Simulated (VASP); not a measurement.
# P5C (P-62m) in VASP: a series of runs

P5C is run at these levels: PBE; tasks: single point.

All numbers are computed with VASP 6.6.1; they aren't measurements. Logs are shortened: lines on timing, memory, paths and dates and some standing lists are left out, and cuts for length are marked.

**1. The cell of the first run**

It takes space group P-62m (No. 189, hexagonal). The conventional cell has a = 4.543 Å, b = 4.543 Å, c = 4.675 Å, α = 90.00°, β = 90.00°, γ = 120.00°. P (site symmetry m2m) has 10 P at 2.23 to 2.85 Å and 2 C at 2.67 Å within 2.9 Å. P (site symmetry -6) has 9 P at 2.62 to 2.85 Å and 3 C at 2.62 Å within 3.5 Å. Within 3.5 Å of C (site symmetry -62m) lie 12 P at 2.62 to 2.67 Å.

The cell was generated, and may not be a known phase.

**2. Single point, PBE**

Contents of INCAR:

```
PREC     = Accurate       # precision mode
ENCUT    = 520            # plane-wave cutoff, eV
EDIFF    = 1E-7           # SCF threshold, eV
ISMEAR   = 0              # smearing method
SIGMA    = 0.1            # smearing width, eV
LREAL    = F              # projectors in reciprocal space
LASPH    = T              # aspherical terms in the spheres
NELM     = 60             # most SCF steps
ALGO     = Normal         # electronic algorithm
ISIF     = 2              # what is computed and relaxed
LWAVE    = F              # write WAVECAR
LCHARG   = F              # write CHGCAR
GGA      = PE             # functional
NBANDS   = 24             # bands
```

Contents of KPOINTS:

```
regular mesh
0
Gamma
  6 6 4
```

Contents of POSCAR:

```
P5C
1.0
    4.5426161292     -0.0000000023      0.0000000000
   -2.2713080626      3.9340209686      0.0000000000
    0.0000000000      0.0000000000      4.6746717580
P C
5 1
Direct
    0.0000000000      0.7165553915      0.0000000000
    0.7165553915      0.0000000000      0.0000000000
    0.2834446085      0.2834446085      0.0000000000
    0.6666666667      0.3333333333      0.5000000000
    0.3333333333      0.6666666667      0.5000000000
    0.0000000000      0.0000000000      0.5000000000
```

Potentials or basis: VASP PAW PBE potentials, release 64 (P, C).

Launch:

```bash
$ cat potpaw_PBE.64/P/POTCAR potpaw_PBE.64/C/POTCAR > POTCAR
$ mpirun -np 1 vasp_std > vasp.out
```

OUTCAR:

```text
PREC = Accurate
   ENCUT = 520
   EDIFF = 1E-7
   ISMEAR = 0
   LREAL = F
   LASPH = T
   NELM = 60
   ISIF = 2
   GGA = PE

 ion  position               nearest neighbor table
   1  0.000  0.717  0.000-   3 2.23   2 2.23   2 2.84   3 2.84   3 2.84   2 2.84   5 2.85   5 2.85
                             4 2.85   4 2.85
   2  0.717  0.000  0.000-   1 2.23   3 2.23   1 2.84   3 2.84   3 2.84   1 2.84   4 2.85   4 2.85
                             5 2.85   5 2.85
   3  0.283  0.283  0.000-   1 2.23   2 2.23   2 2.84   1 2.84   1 2.84   2 2.84   5 2.85   5 2.85
                             4 2.85   4 2.85
   4  0.667  0.333  0.500-   5 2.62   5 2.62   5 2.62   2 2.85   2 2.85   1 2.85   1 2.85   3 2.85
                             3 2.85
   5  0.333  0.667  0.500-   4 2.62   4 2.62   4 2.62   1 2.85   1 2.85   2 2.85   2 2.85   3 2.85
                             3 2.85
   6  0.000  0.000  0.500-

  LATTYP: Found a hexagonal cell.
 ALAT       =     4.5426161292
 C/A-ratio  =     1.0290703914

  Lattice vectors:

 A1 = (   4.5426161292,  -0.0000000023,   0.0000000000)
 A2 = (  -2.2713080626,   3.9340209686,   0.0000000000)
 A3 = (   0.0000000000,   0.0000000000,   4.6746717580)

Analysis of symmetry for initial positions (statically):
=====================================================================
 Subroutine PRICEL returns:
 Original cell was already a primitive cell.

 Routine SETGRP: Setting up the symmetry group for a
 hexagonal supercell.

 Subroutine GETGRP returns: Found 12 space group operations
 (whereof 12 operations were pure point group operations)
 out of a pool of 24 trial point group operations.

The static configuration has the point symmetry D_3h.

Analysis of symmetry for dynamics (positions and initial velocities):
=====================================================================
 Subroutine PRICEL returns:
 Original cell was already a primitive cell.

 Routine SETGRP: Setting up the symmetry group for a
 hexagonal supercell.

 Subroutine GETGRP returns: Found 12 space group operations
 (whereof 12 operations were pure point group operations)
 out of a pool of 24 trial point group operations.

The dynamic configuration has the point symmetry D_3h.

 Subroutine INISYM returns: Found 12 space group operations
 (whereof 12 operations are pure point group operations),
 and found     1 'primitive' translations

----------------------------------------------------------------------------------------

                                     Primitive cell

  volume of cell :      83.5399

  direct lattice vectors                    reciprocal lattice vectors
     4.542616129 -0.000000002  0.000000000     0.220137465  0.127096425  0.000000000
    -2.271308063  3.934020969  0.000000000     0.000000000  0.254192850  0.000000000
     0.000000000  0.000000000  4.674671758     0.000000000  0.000000000  0.213918763

  length of vectors
     4.542616129  4.542616129  4.674671758     0.254192850  0.254192850  0.213918763

  position of ions in fractional coordinates (direct lattice)
     1.000000000  0.716555392  0.000000000
     0.716555392  0.000000000  0.000000000
     0.283444608  0.283444608  0.000000000
     0.666666667  0.333333333  0.500000000
     0.333333333  0.666666667  0.500000000
     0.000000000  0.000000000  0.500000000

  ion indices of the primitive-cell ions
   primitive index   ion index
                 1           1
                 2           2
                 3           3
                 4           4
                 5           5
                 6           6

----------------------------------------------------------------------------------------

 KPOINTS: regular mesh

Automatic generation of k-mesh.
 Grid dimensions read from file:
 generate k-points for:    6    6    4

 Generating k-lattice:

  Cartesian coordinates                     Fractional coordinates (reciprocal lattice)
     0.036689578  0.021182737  0.000000000     0.166666667  0.000000000  0.000000000
     0.000000000  0.042365475  0.000000000     0.000000000  0.166666667  0.000000000
     0.000000000  0.000000000  0.053479691     0.000000000  0.000000000  0.250000000

  Length of vectors
     0.042365475  0.042365475  0.053479691

  Shift w.r.t. Gamma in fractional coordinates (k-lattice)
     0.000000000  0.000000000  0.000000000

 Subroutine IBZKPT returns following result:
 ===========================================

 Found     21 irreducible k-points:

 Following reciprocal coordinates:
            Coordinates               Weight
  0.000000  0.000000  0.000000      1.000000
  0.166667  0.000000  0.000000      6.000000
  0.333333  0.000000  0.000000      6.000000
  0.500000  0.000000  0.000000      3.000000
  0.166667  0.166667  0.000000      6.000000
  0.333333  0.166667  0.000000     12.000000
[... 13 lines left out ...]
  0.333333  0.166667  0.500000     12.000000
  0.333333  0.333333  0.500000      2.000000
   k-points           NKPTS =     21   k-points in BZ     NKDIM =     21   number of bands    NBANDS=     24
   number of dos      NEDOS =    301   number of ions     NIONS =      6
   total plane-waves  NPLWV =  46656
   dimension x,y,z NGX =    36 NGY =   36 NGZ =   36
   dimension x,y,z NGXF=    72 NGYF=   72 NGZF=   72
   ions per type =               5   1
   NGX,Y,Z   is equivalent  to a cutoff of  13.17, 13.17, 12.80 a.u.
   NGXF,Y,Z  is equivalent  to a cutoff of  26.35, 26.35, 25.61 a.u.
 SYSTEM =  unknown system
   PREC   = accura    normal or accurate (medium, high low for compatibility)
   ISTART =      0    job   : 0-new  1-cont  2-samecut
   ICHARG =      2    charge: 1-file 2-atom 10-const
   ISPIN  =      1    spin polarized calculation?
   LNONCOLLINEAR =      F non collinear calculations
   LSORBIT =      F    spin-orbit coupling
   LASPH  =      T    aspherical Exc in radial PAW
   ENCUT  =  520.0 eV  38.22 Ry    6.18 a.u.   8.45  8.45  8.69*2*pi/ulx,y,z
   NELM   =     60;   NELMIN=  2; NELMDL= -5     # of ELM steps
   EDIFF  = 0.1E-06   stopping-criterion for ELM
   LREAL  =      F    real-space projection
   EDIFFG = 0.1E-05   stopping-criterion for IOM
   NSW    =      0    number of steps for IOM
   IBRION =     -1    ionic relax: 0-MD 1-quasi-New 2-CG
   NFREE  =      0    steps in history (QN), initial steepest desc. (CG)
   ISIF   =      2    stress and relaxation
   ISYM   =      2    0-nonsym 1-usesym 2-fastsym
   POTIM  = 0.5000    time-step for ionic-motion
   TEBEG  =    0.0;   TEEND  =   0.0 temperature during run
   PSTRESS=    0.0 pullay stress
   NELECT =      29.0000    total number of electrons
   NUPDOWN=      -1.0000    fix difference up-down
   EMIN   =  10.00;   EMAX   =-10.00  energy-range for DOS
   EFERMI =   0.00;   METHOD = LEGACY
   ISMEAR =     0;   SIGMA  =   0.10  broadening in eV -4-tet -1-fermi 0-gaus
   EFERMI_NEDOS =   21; number of points for ismear=-14 and -15
   IALGO  =     38    algorithm
   IMIX   =      4    mixing-type and parameters
     AMIX     =   0.40;   BMIX     =  1.00
     AMIX_MAG =   1.60;   BMIX_MAG =  1.00
  volume/ion in A,a.u.               =      13.92        93.96
  Fermi-wavevector in a.u.,A,eV,Ry     =   1.150561  2.174245 18.011257  1.323790
  Thomas-Fermi vector in A             =   2.287224
   LORBIT       =      0    0 simple, 1 ext, 2 COOP (PROOUT), +10 PAW based schemes
   GGA     = PE    functional components
   LHFCALC =     F    Hartree Fock is set to
   AEXX    =    0.0000 exact exchange contribution
   IVDW    =     0    specifies the selected vdW correction
   LEPSILON=     F    determine dielectric tensor
   LRPA    =     F    only Hartree local field effects (RPA)
 non-spin polarized calculation
 Gauss-broadening in eV      SIGMA  =   0.10
  energy-cutoff  :      520.00
  volume of cell :       83.54
 maximum number of plane-waves:      2310
 NGX is ok and might be reduce to    36
   NGX = 17   NGY = 17   NGZ = 17

 number of electron      29.0000004 magnetization

 Free energy of the ion-electron system (eV)
  ---------------------------------------------------
  ext. energy  EPLUGINS =         0.00000000
  ---------------------------------------------------
  free energy    TOTEN  =       -27.89245181 eV

  energy without entropy =      -27.88114955  energy(sigma->0) =      -27.88680068

 E-fermi :   8.6734     XC(G=0): -11.3466

 val. band max:        8.6520279316   @ k =   0.5000   0.0000   0.0000
 cond. band min:       8.7035297764   @ k =   0.5000   0.0000   0.0000
 fundamental gap:      0.0515018449
 Fermi energy:         8.6734252980

 k-point     1 :       0.0000    0.0000    0.0000
  band No.  band energies     occupation
      1      -7.4976      2.00000
      2      -3.0317      2.00000
      3       0.3458      2.00000
      4       0.8505      2.00000
      5       0.8505      2.00000
      6       1.0061      2.00000
[... 16 lines left out ...]
     23      14.3212      0.00000
     24      14.3212      0.00000

 k-point     2 :       0.1667    0.0000    0.0000
  band No.  band energies     occupation
      1      -7.2667      2.00000
      2      -2.9966      2.00000
      3      -1.0402      2.00000
      4      -0.1323      2.00000
      5       0.6872      2.00000
      6       1.2410      2.00000
[... 16 lines left out ...]
     23      14.1636      0.00000
     24      14.5166      0.00000

 k-point     3 :       0.3333    0.0000    0.0000
  band No.  band energies     occupation
      1      -6.6051      2.00000
      2      -3.6959      2.00000
      3      -1.8155      2.00000
      4      -0.6871      2.00000
      5       0.1111      2.00000
      6       1.0624      2.00000
[... 16 lines left out ...]
     23      14.1293      0.00000
     24      14.7136      0.00000
[... 433 lines left out ...]
 k-point    20 :       0.3333    0.1667    0.5000
  band No.  band energies     occupation
      1      -5.3628      2.00000
      2      -3.6791      2.00000
      3      -2.6013      2.00000
      4      -2.2692      2.00000
      5      -1.0607      2.00000
      6      -0.9743      2.00000
[... 16 lines left out ...]
     23      12.6643      0.00000
     24      13.3515      0.00000

 k-point    21 :       0.3333    0.3333    0.5000
  band No.  band energies     occupation
      1      -5.1036      2.00000
      2      -2.6006      2.00000
      3      -2.6006      2.00000
      4      -2.3174      2.00000
      5      -2.2856      2.00000
      6      -2.2856      2.00000
[... 16 lines left out ...]
     23      13.1012      0.00000
     24      13.5030      0.00000

------------------------ aborting loop because EDIFF is reached ----------------------------------------

  FORCE on cell =-STRESS in cart. coord.  units (eV):
  Direction    XX          YY          ZZ          XY          YZ          ZX
  --------------------------------------------------------------------------------------
  -------------------------------------------------------------------------------------
  Total       -0.1027262     -0.1027262      0.0052494     -0.0000000     -0.0000000      0.0000000
  in kB       -1.9701435     -1.9701435      0.1006755     -0.0000000     -0.0000000      0.0000000
  external PRESSURE =      -1.2798705 kB  Pullay stress =       0.0000000 kB

 VOLUME and BASIS-vectors are now :
 -----------------------------------------------------------------------------
  energy-cutoff  :      520.00
  volume of cell :       83.54
      direct lattice vectors                 reciprocal lattice vectors
     4.542616129 -0.000000002  0.000000000     0.220137465  0.127096425  0.000000000
    -2.271308063  3.934020969  0.000000000     0.000000000  0.254192850  0.000000000
     0.000000000  0.000000000  4.674671758     0.000000000  0.000000000  0.213918763

 POSITION                                       TOTAL-FORCE (eV/Angst)
 -----------------------------------------------------------------------------------
     -1.62752      2.81894      0.00000        -0.044368      0.076847      0.000000
      3.25504     -0.00000      0.00000         0.088735     -0.000000      0.000000
      0.64379      1.11508      0.00000        -0.044368     -0.076847      0.000000
      2.27131      1.31134      2.33734         0.000000      0.000000      0.000000
      0.00000      2.62268      2.33734         0.000000      0.000000      0.000000
      0.00000      0.00000      2.33734         0.000000      0.000000      0.000000
 -----------------------------------------------------------------------------------
    total drift:                               -0.000000     -0.000000     -0.000000

  FREE ENERGIE OF THE ION-ELECTRON SYSTEM (eV)
  ---------------------------------------------------
  free  energy   TOTEN  =       -27.8924518092 eV

  energy  without entropy=      -27.8811495475  energy(sigma->0) =      -27.88680068
```

Wall time 58 s (1 thread of Intel Xeon 8259CL, shared host); peak memory 0.21 GiB.

Results:

| Item | Value |
| --- | --- |
| Free energy | -27.8925 eV |
| Pressure | -0.1 GPa |
| Largest force | 0.089 eV/Å |
| Band gap on the k mesh | zero (an odd number of electrons rules out a gap without spin polarisation) |

Forces in eV/Å, atoms in the order of the input:
```
P   -0.044  0.077  0.000
P    0.089  0.000  0.000
P   -0.044 -0.077  0.000
P    0.000  0.000  0.000
P    0.000  0.000  0.000
C    0.000  0.000  0.000
```

Caveat: an odd number of electrons without spin polarisation forces a metal; a magnetic or distorted state may lie lower.

**3. Single point, PBE**

This run uses another cell than the first one, of 25.11 Å³/atom.

Contents of INCAR:

```
ALGO     = Normal         # electronic algorithm
EDIFF    = 1E-7           # SCF threshold, eV
ENCUT    = 520            # plane-wave cutoff, eV
GGA      = PE             # functional
ISIF     = 2              # what is computed and relaxed
ISMEAR   = 0              # smearing method
LASPH    = T              # aspherical terms in the spheres
LCHARG   = F              # write CHGCAR
LREAL    = F              # projectors in reciprocal space
LWAVE    = F              # write WAVECAR
NBANDS   = 24             # bands
NELM     = 60             # most SCF steps
PREC     = Accurate       # precision mode
SIGMA    = 0.1            # smearing width, eV
```

Contents of KPOINTS:

```
k-points
0
Gamma
  6 6 4
```

Contents of POSCAR:

```
P5C
1.0
    5.7262805900      0.0000000000      0.0000000000
   -2.8631402900      4.9591044600      0.0000000000
    0.0000000000      0.0000000000      5.3045901700
P C
5 1
Direct
    0.0000000000      0.6714212300      0.0000000000
    0.6714212300      0.0000000000      0.0000000000
    0.3285787700      0.3285787700      0.0000000000
    0.6666666700      0.3333333300      0.5000000000
    0.3333333300      0.6666666700      0.5000000000
    0.0000000000      0.0000000000      0.5000000000
```

Potentials or basis: VASP PAW PBE potentials, release 64 (P, C).

Launch:

```bash
$ cat potpaw_PBE.64/P/POTCAR potpaw_PBE.64/C/POTCAR > POTCAR
$ mpirun -np 1 vasp_std > vasp.out
```

Run time: 2.2 min. Hardware: 1 thread of Intel Xeon 8259CL, shared host; peak memory 0.3 GiB.

Results (log left out):

| Property | Result |
| --- | --- |
| Free energy | -20.7904 eV |
| Pressure | -17.8 GPa |
| Largest force | 0.133 eV/Å |
| Band gap on the k mesh | zero (an odd number of electrons rules out a gap without spin polarisation) |

Forces on the atoms (eV/Å):
```
P   -0.066  0.115  0.000
P    0.133  0.000  0.000
P   -0.066 -0.115  0.000
P    0.000  0.000  0.000
P    0.000  0.000  0.000
C    0.000  0.000  0.000
```

Stress tensor (GPa, compression positive):
```
-18.57   0.00   0.00
  0.00 -18.57   0.00
  0.00   0.00 -16.12
```

Levels at points of the mesh, in eV from the Fermi level:
```
           k point  band 11  band 12  band 13  band 14  band 15  band 16  band 17  band 18  band 19  band 20
(0.00, 0.00, 0.00)    -1.64    -1.23    -1.23    -0.36    -0.34    -0.34    -0.21    -0.21    -0.09     1.87
(0.50, 0.00, 0.00)    -1.33    -1.22    -1.18    -0.83    -0.61     0.33     0.45     0.83     0.99     1.60
(0.00, 0.00, 0.50)    -2.13    -2.13    -1.55    -1.55    -0.71    -0.45     1.50     1.76     1.76     1.99
(0.50, 0.00, 0.50)    -1.47    -1.27     0.31     0.44     0.48     0.55     1.01     1.01     1.09     1.16
```

Caveat: the cell stands under tension; an odd number of electrons without spin polarisation forces a metal; a magnetic or distorted state may lie lower.

**4. Single point, PBE**

This run uses another cell than the first one, of 13.02 Å³/atom.

Contents of INCAR:

```
ALGO = Normal ; EDIFF = 1E-6
ENCUT = 520 ; GGA = PE
ISIF = 2 ; ISMEAR = 0
LASPH = T ; LCHARG = T
LELF = T ; LREAL = F
LVHAR = T ; LWAVE = F
NBANDS = 24 ; NELM = 80
PREC = Accurate ; SIGMA = 0.1
```

Contents of KPOINTS:

```
k-points
0
Gamma
  12 12 8
```

Contents of POSCAR:

```
P5C
1.0
    5.4590034492      0.0000000000      0.0000000000
   -2.7295017246      4.7276356664      0.0000000000
    0.0000000000      0.0000000000      3.0265446450
P C
5 1
Direct
    0.0000000000      0.7074859694      0.0000000000
    0.7074859694      0.0000000000      0.0000000000
    0.2925140306      0.2925140306      0.0000000000
    0.6666666667      0.3333333333      0.5000000000
    0.3333333333      0.6666666667      0.5000000000
    0.0000000000      0.0000000000      0.5000000000
```

Launch:

```bash
$ cat potpaw_PBE.64/P/POTCAR potpaw_PBE.64/C/POTCAR > POTCAR
$ mpirun -np 1 vasp_std > vasp.out
```

It took 3.6 min on 1 thread of Intel Xeon 8259CL, shared host; peak memory 0.28 GiB.

It converged, with:

```
Free energy            : -30.7100 eV
Pressure               : -0.2 GPa
Largest force          : 0.006 eV/Å
Band gap on the k mesh : zero (an odd number of electrons rules out a gap without spin polarisation)
```

Forces on the atoms (eV/Å):
```
P    0.003 -0.005  0.000
P   -0.006  0.000  0.000
P    0.003  0.005  0.000
P    0.000  0.000  0.000
P    0.000  0.000  0.000
C    0.000  0.000  0.000
```

Levels at points of the mesh, in eV from the Fermi level:
| k point | band 10 | band 11 | band 12 | band 13 | band 14 | band 15 | band 16 | band 17 | band 18 | band 19 |
| --- | --- | --- | --- | --- | --- | --- | --- | --- | --- | --- |
| (0.00, 0.00, 0.00) | -1.71 | -1.71 | -0.39 | 1.20 | 1.20 | 1.22 | 2.16 | 2.51 | 2.51 | 3.21 |
| (0.50, 0.00, 0.00) | -3.41 | -1.72 | -1.40 | -0.47 | -0.44 | 0.44 | 1.98 | 1.99 | 3.48 | 3.64 |
| (0.00, 0.00, 0.50) | -6.95 | -4.25 | -4.25 | -4.08 | -4.08 | 0.89 | 0.89 | 2.06 | 2.06 | 3.38 |
| (0.50, 0.00, 0.50) | -4.15 | -4.00 | -3.57 | -1.85 | -1.57 | -1.18 | -0.76 | -0.42 | -0.24 | 2.58 |

Caveat: an odd number of electrons without spin polarisation forces a metal; a magnetic or distorted state may lie lower.

**5. Summary**

```csv
cell,k mesh,gap on the mesh (eV),pressure (GPa),largest force (eV/Å)
"a = 4.543, b = 4.543, c = 4.675 Å, angles 90.0, 90.0, 120.0°, 6 atoms, atomic positions A",6 × 6 × 4,none,-0.1,0.09
"a = 5.726, b = 5.726, c = 5.305 Å, angles 90.0, 90.0, 120.0°, 6 atoms, atomic positions B",6 × 6 × 4,none,-17.8,0.13
"a = 5.459, b = 5.459, c = 3.027 Å, angles 90.0, 90.0, 120.0°, 6 atoms, atomic positions C",12 × 12 × 8,none,-0.2,0.01
```

Alike in all rows: task single point; level PBE; potentials or basis VASP PAW PBE potentials, release 64 (P, C); no spin polarisation; cutoff (eV) 520; smearing gaussian 0.1 eV.

Caveats: an odd number of electrons without spin polarisation forces a metal; a magnetic or distorted state may lie lower; the cell stands under tension (at least some runs).

Total energies depend on the potentials used, so only differences within one code and one set of settings carry meaning.

The gap in the log of VASP goes by the Fermi energy; the results here count the filled bands.